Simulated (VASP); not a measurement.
## RbH2: single point with PBE

Crystal: RbH2.

```
Rb H
1.0
     7.26655    0.00000    0.00000
    -3.63327    6.29301    0.00000
     0.00000    0.00000    7.12043
Rb H
3 6
Direct
  0.30885 0.00000 0.33333
  0.00000 0.30885 0.66667
  0.69115 0.69115 0.00000
  0.50690 0.54760 0.46035
  0.45240 0.95930 0.79368
  0.04070 0.49310 0.12702
  0.54760 0.50690 0.53965
  0.95930 0.45240 0.20632
  0.49310 0.04070 0.87298
```

```
Program                : VASP 6.6.1
Task                   : single point
Functional             : PBE
Potentials or basis    : VASP PAW PBE potentials, release 64 (Rb_sv, H)
Cutoff                 : 520 eV
k mesh                 : 3 × 3 × 4
Occupations            : gaussian, width 0.1 eV
Spin                   : no spin polarisation
Dipole correction      : no
Further INCAR settings : ALGO = Normal; EDIFF = 1e-07; NBANDS = 26
```

```yaml
Pressure: 0.2 GPa
Largest_force: 0.014 eV/Å
```

Forces on the atoms (eV/Å):
```
Rb   0.003  0.000  0.000
Rb  -0.001  0.002  0.000
Rb  -0.001 -0.002  0.000
H    0.005 -0.004  0.013
H    0.001  0.006  0.013
H   -0.006 -0.002  0.013
H   -0.006  0.002 -0.013
H    0.005  0.004 -0.013
H    0.001 -0.006 -0.013
```

Stress tensor (GPa, compression positive):
```
0.27 0.00 0.00
0.00 0.27 0.00
0.00 0.00 0.13
```

Levels at points of the mesh, in eV from the Fermi level:
| k point | band 14 | band 15 | band 16 | band 17 | band 18 | band 19 |
| --- | --- | --- | --- | --- | --- | --- |
| (0.00, 0.00, 0.00) | -8.35 | -8.35 | -0.77 | 0.73 | 0.88 | 0.88 |
| (0.00, 0.00, 0.50) | -8.45 | -8.30 | -0.43 | -0.43 | 1.12 | 1.12 |

Run time: 66 s on 1 thread of Intel(R) Xeon(R) Platinum 8559C (Emerald Rapids) (shared host), peak memory 0.43 GiB.
